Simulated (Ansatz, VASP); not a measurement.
## Two plane-wave programs on LiF

```xyz
4
Lattice="2.8831 0.0000 0.0000 -1.4415 2.4968 0.0000 0.0000 0.0000 4.6521" Properties=species:S:1:pos:R:3 pbc="T T T"
Li    0.0000    1.6645    1.7863
Li    1.4415    0.8323    4.1124
F     0.0000    1.6645    4.6103
F     1.4415    0.8323    2.2843
```

Alike in both runs: task single point; functional LDA; k mesh 9 × 9 × 6; occupations gaussian, width 0.05 eV; no spin polarisation.

|  | VASP | Ansatz |
| --- | --- | --- |
| version | VASP 6.6.1 | Ansatz 0.2.0 |
| potentials or method | VASP PAW LDA potentials, release 64 (Li_sv, F), cutoff 520 eV | scalar-relativistic, plane waves, PAW |
| valence electrons in the cell | 20 | 20 |

Ansatz gave:

* gap on the k mesh at the Fermi level (eV): 8.49
* least direct gap on the mesh (eV): 8.49
* rms of the force components (eV/Å): 0.157

**Question.** Estimate VASP's values.

**Answer.** gap on the k mesh at the Fermi level (eV): 8.48; least direct gap on the mesh (eV): 8.48; rms of the force components (eV/Å): 0.159.

LDA's correlation is that of Perdew and Zunger in VASP and of Perdew and Wang (1992) in Ansatz. Atom by atom the forces differ by 0.001 eV/Å (rms over components).

Noted on VASP's run: the cutoff is short for stress, so the pressure is rough.
